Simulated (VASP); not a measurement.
Input of a VASP 6.6.1 run:

POSCAR

```
Ta
1.0
   -1.6512800000      1.6512800000      1.6512800000
    1.6512800000     -1.6512800000      1.6512800000
    1.6512800000      1.6512800000     -1.6512800000
Ta
1
Direct
    0.0000000000      0.0000000000      0.0000000000
```

INCAR.step1

```
PREC = Accurate
ENCUT = 520
EDIFF = 1E-5
ISMEAR = -1
SIGMA = 0.05
LREAL = F
LASPH = T
NELM = 80
ALGO = Normal
ISIF = 2
LWAVE = T
LCHARG = F
NBANDS = 12
GGA = PE
```

INCAR.step2

```
PREC = Accurate
ENCUT = 520
EDIFF = 1E-7
ISMEAR = -1
SIGMA = 0.05
LREAL = F
LASPH = T
NELM = 80
ALGO = Normal
ISIF = 2
LWAVE = F
LCHARG = F
GGA = PS
LHFCALC = T
AEXX = 0.25
PRECFOCK = Normal
NBANDS = 12
ISTART = 1
```

The input KPOINTS:

```
Automatic mesh
0
Gamma
  6 6 6
```

Potentials or basis: VASP PAW PBE potentials, release 64 (Ta_pv).

The run is started by

```sh
$ cat potpaw_PBE.64/Ta_pv/POTCAR > POTCAR
$ cp INCAR.step1 INCAR
$ mpirun -np 1 vasp_std > vasp.out
$ cp INCAR.step2 INCAR
$ mpirun -np 1 vasp_std > vasp.out
```

Q: Predict the band gap on the k mesh.

A: Zero (an odd number of electrons rules out a gap without spin polarisation).

Q: Estimate the pressure.

A: -1.4 GPa.

Caveat: the k points lie up to 0.45 Å⁻¹ apart, too coarse for converged energies and pressures of a metal; the PAW data sets were made with another functional, which shifts forces and pressure a little; spin-orbit coupling is left out, which moves the levels of the heavy elements.
